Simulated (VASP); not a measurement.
# HfN: single point with r2SCAN

HfN:

```xyz
2
Lattice="0.0000 2.4455 2.4455 2.4455 0.0000 2.4455 2.4455 2.4455 0.0000" Properties=species:S:1:pos:R:3 pbc="T T T"
Hf    0.0000    0.0000    0.0000
N     1.2228    1.2228    1.2228
```

| Item | Value |
| --- | --- |
| Program | VASP 6.6.1 |
| Task | single point |
| Functional | r2SCAN |
| Potentials or basis | VASP PAW PBE potentials, release 64 (Hf_pv, N) |
| Cutoff | 520 eV |
| k mesh | 9 × 9 × 9 |
| Occupations | fermi-dirac, width 0.05 eV |
| Spin | no spin polarisation |
| Dipole correction | no |
| Further INCAR settings | ALGO = Normal; EDIFF = 1e-06; NBANDS = 14 |

| Property | Result |
| --- | --- |
| Pressure | -1.3 GPa |

Levels at points of the mesh, in eV from the Fermi level:
```csv
k point,band 3,band 4,band 5,band 6,band 7,band 8,band 9,band 10,band 11,band 12
"(0.00, 0.00, 0.00)",-32.29,-17.29,-5.86,-5.86,-5.86,-0.65,2.50,2.50,7.00,7.00
```

It took 51 s on 1 thread of AMD EPYC 7R13 Processor (Zen 3), with other jobs on the host, peak memory 0.14 GiB.

Caveat: the PAW data sets were made with another functional, which shifts forces and pressure a little; spin-orbit coupling is left out, which moves the levels of the heavy elements.
